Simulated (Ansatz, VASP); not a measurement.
# One calculation of KF, two programs

```xyz
2
Lattice="-0.1128 2.6113 2.6113 2.6113 -0.1128 2.6113 2.6113 2.6113 -0.1128" Properties=species:S:1:pos:R:3 pbc="T T T"
K     0.0000    0.0000    0.0000
F     2.5549    2.5549    2.5549
```

Alike in both runs: task single point; functional PBE; k mesh 8 × 8 × 8; occupations gaussian, width 0.05 eV; no spin polarisation.

|  | VASP | Ansatz |
| --- | --- | --- |
| version | VASP 6.6.1 | Ansatz 0.2.0 |
| potentials or method | VASP PAW PBE potentials, release 64 (K_sv, F), cutoff 520 eV | scalar-relativistic, plane waves, PAW |
| valence electrons in the cell | 16 | 16 |

Ansatz gave:

```
gap on the k mesh at the Fermi level (eV)                     : 6.16
least direct gap on the mesh (eV)                             : 6.16
pressure (GPa)                                                : 1.5
traceless stress, the component that is largest in VASP (GPa) : 0.48
```

Problem. What did VASP give for the same quantities?

Solution. gap on the k mesh at the Fermi level (eV): 6.14; least direct gap on the mesh (eV): 6.14; pressure (GPa): 1.6; traceless stress, the component that is largest in VASP (GPa): 0.48.
